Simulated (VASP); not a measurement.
# SiC2 (P1) in VASP: relaxation of cell and atoms with PBE

Aim: the relaxation of cell and atoms of SiC2 with PBE.

Program: VASP 6.6.1. These are calculated values, not measurements. Logs are shortened: lines on timing, memory, paths and dates and some standing lists are left out, and cuts for length are marked.

## (1) The cell of the first run

The typed cell holds 12 atoms: a = 2.597 Å, b = 4.416 Å, c = 9.238 Å, α = 90.17°, β = 88.04°, γ = 91.04°.

## (2) Relaxation of cell and atoms, PBE

INCAR

```
  ALGO = Normal
  EDIFF = 1E-6
  EDIFFG = -0.025
  ENCUT = 600
  GGA = PE
  IBRION = 2
  ISIF = 3
  ISMEAR = 0
  LASPH = T
  LCHARG = F
  LREAL = F
  LWAVE = F
  NELM = 80
  NSW = 80
  PREC = Accurate
  SIGMA = 0.2
```

KPOINTS

```
k-points
0
Gamma
  8 6 4
```

POSCAR

```
SiC2
1.0
    2.5963244837     -0.0233022295      0.0444671351
   -0.0403606455      4.4155458804     -0.0061439573
    0.1572141141     -0.0125412246      9.2369005405
Si C
4 8
Direct
    1.0008226710      0.3536796128      0.7516802739
    0.5001117612      0.8376395458      0.7460812857
    0.4781850007      0.1783891354      0.2515377696
   -0.0089923994      0.6625322342      0.2613146354
    1.0158584551      0.3259448773      0.9814872035
    0.5113704731      0.8290273480      0.9662437123
    1.0200285609      0.3261136541      0.5184539865
    0.4896131425      0.8504518937      0.5270201299
    0.5089132058      0.1527899732      0.4754143951
   -0.0180298407      0.6736729820      0.4826263910
    0.5265004313      0.1634699949      0.0168913427
   -0.0243814616      0.6462887486      0.0212488744
```

Potentials or basis: VASP PAW PBE potentials, release 64 (Si, C).

Started as:

```bash
$ cat potpaw_PBE.64/Si/POTCAR potpaw_PBE.64/C/POTCAR > POTCAR
$ mpirun -np 1 vasp_std > vasp.out
```

OUTCAR:

```text
EDIFF = 1E-6
   EDIFFG = -0.025
   ENCUT = 600
   GGA = PE
   IBRION = 2
   ISIF = 3
   ISMEAR = 0
   LASPH = T
   LREAL = F
   NELM = 80
   NSW = 80
   PREC = Accurate

 ion  position               nearest neighbor table
   1  0.001  0.354  0.752-   5 2.13   7 2.16   2 2.48   2 2.52   2 2.60   2 2.64
   2  0.500  0.838  0.746-   8 2.03   6 2.04   1 2.48   1 2.52   1 2.60   1 2.64
   3  0.478  0.178  0.252-   9 2.08  11 2.17   4 2.50   4 2.50   4 2.59   4 2.66
   4  0.991  0.663  0.261-  10 2.04  12 2.22   3 2.50   3 2.50   3 2.59   3 2.66
   5  0.016  0.326  0.981-  12 1.47  11 1.48  11 1.56   1 2.13
   6  0.511  0.829  0.966-  11 1.55  12 1.56  12 1.66   2 2.04
   7  0.020  0.326  0.518-   9 1.53  10 1.58   9 1.58   1 2.16
   8  0.490  0.850  0.527-   9 1.42  10 1.55  10 1.59   2 2.03
   9  0.509  0.153  0.475-   8 1.42   7 1.53   7 1.58   3 2.08
  10  0.982  0.674  0.483-   8 1.55   7 1.58   8 1.59   4 2.04
  11  0.527  0.163  0.017-   5 1.48   6 1.55   5 1.56   3 2.17
  12  0.976  0.646  0.021-   5 1.47   6 1.56   6 1.66   4 2.22

  LATTYP: Found a triclinic cell.
 ALAT       =     2.5968098014
 B/A-ratio  =     3.5575369674
 C/A-ratio  =     1.7004459119
 COS(alpha) =     0.0029041958
 COS(beta)  =     0.0181353284
 COS(gamma) =     0.0341480042

  Lattice vectors:

 A1 = (   2.5963244837,  -0.0233022295,   0.0444671351)
 A2 = (   0.1572141141,  -0.0125412246,   9.2369005405)
 A3 = (   0.0403606455,  -4.4155458804,   0.0061439573)

Analysis of symmetry for initial positions (statically):
=====================================================================
 Subroutine PRICEL returns:
 Original cell was already a primitive cell.

 Routine SETGRP: Setting up the symmetry group for a
 triclinic supercell.

 Subroutine GETGRP returns: Found  1 space group operations
 (whereof  1 operations were pure point group operations)
 out of a pool of  2 trial point group operations.

The static configuration has the point symmetry C_1 .

Analysis of symmetry for dynamics (positions and initial velocities):
=====================================================================
 Subroutine PRICEL returns:
 Original cell was already a primitive cell.

 Routine SETGRP: Setting up the symmetry group for a
 triclinic supercell.

 Subroutine GETGRP returns: Found  1 space group operations
 (whereof  1 operations were pure point group operations)
 out of a pool of  2 trial point group operations.

The dynamic configuration has the point symmetry C_1 .

 Subroutine INISYM returns: Found  1 space group operations
 (whereof  1 operations are pure point group operations),
 and found     1 'primitive' translations

----------------------------------------------------------------------------------------

                                     Primitive cell

  volume of cell :     105.8539

  direct lattice vectors                    reciprocal lattice vectors
     2.596324484 -0.023302230  0.044467135     0.385303633  0.003512780 -0.006553185
    -0.040360646  4.415545880 -0.006143957     0.002028104  0.226491483  0.000272996
     0.157214114 -0.012541225  9.236900541    -0.001853532  0.000133741  0.108293152

  length of vectors
     2.596809801  4.415734611  9.238246866     0.385375367  0.226500727  0.108309096

  position of ions in fractional coordinates (direct lattice)
     0.000822671  0.353679613  0.751680274
     0.500111761  0.837639546  0.746081286
     0.478185001  0.178389135  0.251537770
     0.991007601  0.662532234  0.261314635
     0.015858455  0.325944877  0.981487204
     0.511370473  0.829027348  0.966243712
     0.020028561  0.326113654  0.518453986
     0.489613142  0.850451894  0.527020130
     0.508913206  0.152789973  0.475414395
     0.981970159  0.673672982  0.482626391
     0.526500431  0.163469995  0.016891343
     0.975618538  0.646288749  0.021248874

  ion indices of the primitive-cell ions
   primitive index   ion index
                 1           1
                 2           2
                 3           3
                 4           4
                 5           5
                 6           6
                 7           7
                 8           8
                 9           9
                10          10
                11          11
                12          12

----------------------------------------------------------------------------------------

 KPOINTS: k-points

Automatic generation of k-mesh.
 Grid dimensions read from file:
 generate k-points for:    8    6    4

 Generating k-lattice:

  Cartesian coordinates                     Fractional coordinates (reciprocal lattice)
     0.048162954  0.000439097 -0.000819148     0.125000000 -0.000000000  0.000000000
     0.000338017  0.037748580  0.000045499    -0.000000000  0.166666667  0.000000000
    -0.000463383  0.000033435  0.027073288    -0.000000000  0.000000000  0.250000000

  Length of vectors
     0.048171921  0.037750121  0.027077274

  Shift w.r.t. Gamma in fractional coordinates (k-lattice)
     0.000000000  0.000000000  0.000000000

 Subroutine IBZKPT returns following result:
 ===========================================

 Found    100 irreducible k-points:

 Following reciprocal coordinates:
            Coordinates               Weight
  0.000000  0.000000  0.000000      1.000000
  0.125000 -0.000000 -0.000000      2.000000
  0.250000 -0.000000 -0.000000      2.000000
  0.375000 -0.000000 -0.000000      2.000000
  0.500000 -0.000000 -0.000000      1.000000
  0.000000  0.166667  0.000000      2.000000
[... 16 lines left out ...]
  0.125000  0.500000  0.000000      2.000000
  0.250000  0.500000  0.000000      2.000000
 [... further k-points ...]
   k-points           NKPTS =    100   k-points in BZ     NKDIM =    100   number of bands    NBANDS=     31
   number of dos      NEDOS =    301   number of ions     NIONS =     12
   total plane-waves  NPLWV =  69120
   dimension x,y,z NGX =    24 NGY =   36 NGZ =   80
   dimension x,y,z NGXF=    48 NGYF=   72 NGZF=  160
   ions per type =               4   8
   NGX,Y,Z   is equivalent  to a cutoff of  15.36, 13.55, 14.40 a.u.
   NGXF,Y,Z  is equivalent  to a cutoff of  30.73, 27.11, 28.79 a.u.
 SYSTEM =  unknown system
   PREC   = accura    normal or accurate (medium, high low for compatibility)
   ISTART =      0    job   : 0-new  1-cont  2-samecut
   ICHARG =      2    charge: 1-file 2-atom 10-const
   ISPIN  =      1    spin polarized calculation?
   LNONCOLLINEAR =      F non collinear calculations
   LSORBIT =      F    spin-orbit coupling
   LASPH  =      T    aspherical Exc in radial PAW
   ENCUT  =  600.0 eV  44.10 Ry    6.64 a.u.   5.19  8.82 18.45*2*pi/ulx,y,z
   NELM   =     80;   NELMIN=  2; NELMDL= -5     # of ELM steps
   EDIFF  = 0.1E-05   stopping-criterion for ELM
   LREAL  =      F    real-space projection
   EDIFFG = -.3E-01   stopping-criterion for IOM
   NSW    =     80    number of steps for IOM
   IBRION =      2    ionic relax: 0-MD 1-quasi-New 2-CG
   NFREE  =      1    steps in history (QN), initial steepest desc. (CG)
   ISIF   =      3    stress and relaxation
   ISYM   =      2    0-nonsym 1-usesym 2-fastsym
   POTIM  = 0.5000    time-step for ionic-motion
   TEBEG  =    0.0;   TEEND  =   0.0 temperature during run
   PSTRESS=    0.0 pullay stress
   NELECT =      48.0000    total number of electrons
   NUPDOWN=      -1.0000    fix difference up-down
   EMIN   =  10.00;   EMAX   =-10.00  energy-range for DOS
   EFERMI =   0.00;   METHOD = LEGACY
   ISMEAR =     0;   SIGMA  =   0.20  broadening in eV -4-tet -1-fermi 0-gaus
   EFERMI_NEDOS =   21; number of points for ismear=-14 and -15
   IALGO  =     38    algorithm
   IMIX   =      4    mixing-type and parameters
     AMIX     =   0.40;   BMIX     =  1.00
     AMIX_MAG =   1.60;   BMIX_MAG =  1.00
  volume/ion in A,a.u.               =       8.82        59.53
  Fermi-wavevector in a.u.,A,eV,Ry     =   1.257727  2.376759 21.522741  1.581877
  Thomas-Fermi vector in A             =   2.391372
   LORBIT       =      0    0 simple, 1 ext, 2 COOP (PROOUT), +10 PAW based schemes
   GGA     = PE    functional components
   LHFCALC =     F    Hartree Fock is set to
   AEXX    =    0.0000 exact exchange contribution
   IVDW    =     0    specifies the selected vdW correction
   LEPSILON=     F    determine dielectric tensor
   LRPA    =     F    only Hartree local field effects (RPA)
 conjugate gradient relaxation of ions
 non-spin polarized calculation
 Gauss-broadening in eV      SIGMA  =   0.20
  energy-cutoff  :      600.00
  volume of cell :      105.85
 maximum number of plane-waves:      3554
 NGX is ok and might be reduce to    24
   NGX = 11   NGY = 17   NGZ = 37

--------------------------------------- Ionic step        1  -------------------------------------------

 number of electron      47.9999999 magnetization

 Free energy of the ion-electron system (eV)
  ---------------------------------------------------
  ext. energy  EPLUGINS =         0.00000000
  ---------------------------------------------------
  free energy    TOTEN  =       -90.06742709 eV

  energy without entropy =      -90.02641287  energy(sigma->0) =      -90.04691998

 E-fermi :   9.7509     XC(G=0): -11.9763

 val. band max:        9.7486187548   @ k =   0.5000   0.5000   0.2500
 cond. band min:       9.7547985265   @ k =   0.1250  -0.0000   0.5000
 fundamental gap:      0.0061797718
 Fermi energy:         9.7508539737

 k-point     1 :       0.0000    0.0000    0.0000
  band No.  band energies     occupation
      1      -9.7729      2.00000
      2      -9.3966      2.00000
      3      -4.5429      2.00000
      4      -4.2319      2.00000
      5      -4.0306      2.00000
      6      -3.4079      2.00000
[... 938 lines left out ...]
  FREE ENERGIE OF THE ION-ELECTRON SYSTEM (eV)
  ---------------------------------------------------
  free  energy   TOTEN  =       -90.9643059983 eV

  energy  without entropy=      -90.9257303913  energy(sigma->0) =      -90.94501819

[... ionic steps 4 to 20 ...]

--------------------------------------- Ionic step       21  -------------------------------------------

 number of electron      48.0000002 magnetization

------------------------ aborting loop because EDIFF is reached ----------------------------------------

  FORCE on cell =-STRESS in cart. coord.  units (eV):
  Direction    XX          YY          ZZ          XY          YZ          ZX
  --------------------------------------------------------------------------------------
  -------------------------------------------------------------------------------------
  Total        0.0119397      0.0740508      0.0424928      0.0436605     -0.0158351     -0.0139288
  in kB        0.1893677      1.1744735      0.6739512      0.6924719     -0.2511506     -0.2209157
  external PRESSURE =       0.6792641 kB  Pullay stress =       0.0000000 kB
[... 77 lines left out ...]
  energy  without entropy=      -91.2588588673  energy(sigma->0) =      -91.27495750

--------------------------------------- Ionic step       23  -------------------------------------------

 number of electron      48.0000003 magnetization

 Free energy of the ion-electron system (eV)
  ---------------------------------------------------
  ext. energy  EPLUGINS =         0.00000000
  ---------------------------------------------------
  free energy    TOTEN  =       -91.29105626 eV

  energy without entropy =      -91.25885980  energy(sigma->0) =      -91.27495803

 E-fermi :  10.3809     XC(G=0): -12.1908

 val. band max:       10.3808207317   @ k =   0.0000   0.5000   0.5000
 cond. band min:      10.3822972222   @ k =   0.0000   0.5000   0.5000
 fundamental gap:      0.0014764905
 Fermi energy:        10.3809417178

 k-point     1 :       0.0000    0.0000    0.0000
  band No.  band energies     occupation
      1      -9.3991      2.00000
      2      -9.0948      2.00000
      3      -4.2232      2.00000
      4      -4.0516      2.00000
      5      -4.0163      2.00000
      6      -2.6792      2.00000
[... 846 lines left out ...]
  FREE ENERGIE OF THE ION-ELECTRON SYSTEM (eV)
  ---------------------------------------------------
  free  energy   TOTEN  =       -91.2910562617 eV

  energy  without entropy=      -91.2588598021  energy(sigma->0) =      -91.27495803

 reached required accuracy - stopping structural energy minimisation
```

Wall time 35 min (1 thread of Intel Xeon 6975P-C (Granite Rapids), shared host); peak memory 0.46 GiB.

What came out:

* Free energy: -91.2911 eV
* Relaxed volume: 8.42 Å³/atom
* Relaxed cell: a = 2.549 Å, b = 4.399 Å, c = 9.012 Å, α = 90.00°, β = 89.99°, γ = 90.00°
* Space group after relaxing (to 0.1 Å): P6_3/mmc (No. 194)
* Energy gained by relaxing: 102.0 meV/atom
* Ionic steps: 23
* Pressure after relaxing: 0.0 GPa
* Largest force after relaxing: 0.024 eV/Å
* Band gap on the k mesh: zero (bands 24 and 25 overlap by 3.56 eV)

Forces in eV/Å, atoms in the order of the input:
```
Si  -0.003  0.009  0.001
Si  -0.002  0.002  0.006
Si  -0.002  0.008 -0.004
Si  -0.004  0.002 -0.009
C   -0.015 -0.010  0.007
C   -0.015  0.006 -0.006
C    0.007  0.003 -0.005
C    0.006 -0.009 -0.009
C    0.000 -0.007  0.003
C    0.002 -0.020  0.014
C    0.013  0.012  0.001
C    0.014  0.002  0.002
```

The path:
| step | energy change (eV) | largest force (eV/Å) | pressure (GPa) | volume (Å³) |
| --- | --- | --- | --- | --- |
| 1 | 0.0000 | 4.0771 | -7.63 | 105.85 |
| 2 | 0.4125 | 6.1682 | 10.23 | 99.47 |
| 3 | -0.8969 | 1.6089 | -3.30 | 102.97 |
| 4 | -1.0319 | 2.1064 | 4.77 | 99.66 |
| 5 | -1.1054 | 1.0426 | 1.43 | 100.87 |
| 6 | -1.1713 | 1.1030 | 0.90 | 100.72 |
| 7 | -1.1897 | 0.5796 | 0.94 | 100.77 |
| 8 | -1.2061 | 0.3522 | -0.77 | 101.30 |
| 9 | -1.2070 | 0.2833 | -0.47 | 101.20 |
| 10 | -1.2159 | 0.1794 | -0.36 | 101.15 |
| 11 | -1.2159 | 0.1798 | -0.36 | 101.15 |
| 12 | -1.2201 | 0.1199 | 0.32 | 100.93 |
| 13 | -1.2202 | 0.1353 | 0.41 | 100.90 |
| 14 | -1.2220 | 0.0959 | 0.06 | 101.03 |
| 15 | -1.2220 | 0.0994 | 0.05 | 101.04 |
| 16 | -1.2229 | 0.0929 | -0.25 | 101.14 |
| 17 | -1.2229 | 0.0744 | -0.21 | 101.13 |
| 18 | -1.2233 | 0.0429 | 0.01 | 101.04 |
| 19 | -1.2233 | 0.0482 | 0.03 | 101.03 |
| 20 | -1.2235 | 0.0305 | 0.06 | 101.02 |
| 21 | -1.2235 | 0.0357 | 0.07 | 101.02 |
| 22 | -1.2236 | 0.0250 | -0.02 | 101.05 |
| 23 | -1.2236 | 0.0244 | -0.02 | 101.05 |

Final structure:
```xyz
12
Lattice="2.5492 -0.0001 0.0005 0.0000 4.3986 -0.0001 -0.0003 0.0000 9.0120" Properties=species:S:1:pos:R:3 pbc="T T T"
Si    0.0003    1.4598    6.7588
Si    1.2747    3.6594    6.7586
Si    1.2748    0.7374    2.2534
Si    0.0006    2.9370    2.2537
C     0.0005    1.4641    8.7999
C     1.2750    3.6630    8.8008
C     2.5479    1.4669    4.7183
C     1.2734    3.6665    4.7183
C     1.2735    0.7363    4.2944
C     2.5481    2.9358    4.2941
C     1.2748    0.7329    0.2118
C     0.0002    2.9323    0.2116
```

Levels at points of the mesh, in eV from the Fermi level:
```csv
k point,band 22,band 23,band 24,band 25,band 26,band 27
"(0.00, 0.00, 0.00)",-2.41,-2.40,0.78,1.72,3.87,4.50
"(0.50, 0.00, 0.00)",-2.64,-2.32,-2.32,-0.44,-0.44,0.01
"(0.00, 0.50, 0.00)",-2.02,0.48,0.48,3.96,3.96,4.77
"(0.50, 0.50, 0.00)",-4.87,-3.23,-3.23,0.75,0.75,1.72
"(0.00, 0.00, 0.50)",-2.40,0.59,0.59,0.62,0.62,5.42
"(0.50, 0.00, 0.50)",-2.67,-2.67,-2.66,-0.40,-0.40,-0.39
"(0.00, 0.50, 0.50)",0.00,0.00,0.01,4.19,4.19,4.20
"(0.50, 0.50, 0.50)",-3.21,-3.21,-3.21,0.59,0.59,0.59
```
